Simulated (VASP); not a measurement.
Write the native input for VASP 6.6.1 that does the following.

```
Task                   : single point
Functional             : LDA
Potentials or basis    : VASP PAW LDA potentials, release 64 (Si)
Cutoff                 : 520 eV
k mesh                 : 8 × 8 × 8
Occupations            : gaussian, width 0.01 eV
Spin                   : no spin polarisation
Dipole correction      : no
Further INCAR settings : ALGO = Normal; EDIFF = 1e-06; NBANDS = 11
```

The structure of Si lies in POSCAR:

```
Si
1.0
    2.6246204553      2.6246204553      0.0000000000
   -2.6246204553      2.6246204553      0.0000000000
    0.0000000000      2.6246204553      2.6246204553
Si
2
Direct
    0.2500000000      0.7500000000      0.5000000000
    0.0000000000      0.0000000000      0.0000000000
```

The input as run:

INCAR

```
PREC = Accurate
ENCUT = 520
EDIFF = 1E-6
ISMEAR = 0
SIGMA = 0.01
LREAL = F
LASPH = T
NELM = 100
ALGO = Normal
ISIF = 2
LWAVE = F
LCHARG = F
NBANDS = 11
```

KPOINTS

```
Automatic mesh
0
Gamma
  8 8 8
```

Potentials or basis: VASP PAW LDA potentials, release 64 (Si).

Run with:

```bash
$ cat potpaw_LDA.64/Si/POTCAR > POTCAR
$ mpirun -np 1 vasp_std > vasp.out
```

Results of the run:

- Pressure: 10.1 GPa
- Band gap on the k mesh: 0.34 eV, indirect (least direct gap 2.56 eV)

It took 7.2 s on 1 thread of Intel(R) Xeon(R) Platinum 8375C CPU @ 2.90GHz (Ice Lake), with other jobs on the host, peak memory 0.13 GiB.
